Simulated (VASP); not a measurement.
Write the native input for VASP 6.6.1 that does the following.

```
Task                   : single point
Functional             : r2SCAN
Potentials or basis    : VASP PAW PBE potentials, release 64 (Ge_d)
Cutoff                 : 520 eV
k mesh                 : 10 × 10 × 4
Occupations            : gaussian, width 0.03 eV
Spin                   : no spin polarisation
Dipole correction      : no
Further INCAR settings : ALGO = Normal; EDIFF = 1e-06; NBANDS = 51
```

Crystal: Ge.

```
Ge
1.0
     2.83750   -2.83750    0.00000
     2.83750    0.00000   -2.83750
     7.40706    7.40706    7.40706
Ge
6
Cartesian
  6.8571 1.1821 1.1821
  4.0196 -1.6554 1.1821
  6.8571 4.0196 4.0196
  8.2759 2.6009 2.6009
  8.2759 -0.2366 -0.2366
  2.6009 -0.2366 -0.2366
```

The input as run:

POSCAR

```
Ge
1.0
    2.8375026868     -2.8375026868      0.0000000000
    2.8375026868      0.0000000000     -2.8375026868
    7.4070561813      7.4070561813      7.4070561813
Ge
6
Direct
    0.6666666667      0.6666666667      0.4149789069
    1.0000000000      0.0000000000      0.1595915557
    0.3333333333      0.3333333333      0.6703662580
    0.6666666667      0.6666666667      0.6065194202
    1.0000000000      1.0000000000      0.3511320691
    0.3333333333      0.3333333333      0.0957447179
```

INCAR.step1

```
SYSTEM = Ge
PREC = Accurate
ENCUT = 520
ISMEAR = 0
SIGMA = 0.03
LREAL = .False.
LASPH = .True.
NELM = 80
NBANDS = 51
GGA = PE
ALGO = Normal
EDIFF = 1E-4
LWAVE = .True.
LCHARG = .False.
```

INCAR.step2

```
SYSTEM = Ge
PREC = Accurate
ENCUT = 520
EDIFF = 1E-6
ISMEAR = 0
SIGMA = 0.03
LREAL = .False.
LASPH = .True.
NELM = 80
ALGO = Normal
ISIF = 2
LWAVE = .False.
LCHARG = .True.
METAGGA = R2SCAN
LMIXTAU = .True.
LELF = .True.
LVHAR = .True.
NBANDS = 51
ISTART = 1
```

KPOINTS

```
Automatic mesh
0
Gamma
  10 10 4
  0 0 0
```

Potentials or basis: VASP PAW PBE potentials, release 64 (Ge_d).

The run is started by

```bash
$ cat potpaw_PBE.64/Ge_d/POTCAR > POTCAR
$ cp INCAR.step1 INCAR
$ mpirun -np 1 vasp_std > vasp.out
$ cp INCAR.step2 INCAR
$ mpirun -np 1 vasp_std > vasp.out
```

It gave:

```yaml
Pressure: 0.1 GPa
Largest_force: 0.606 eV/Å
Band_gap_on_the_k_mesh: zero (band 42 reaches 2.33 eV, above the bottom of band 43 at 2.05 eV)
```

Caveat: the PAW data sets were made with another functional, which shifts forces and pressure a little.

It took 33 min on 1 thread of AMD EPYC 7R43 64-Core Processor (Zen 3), on a shared host, peak memory 0.46 GiB.
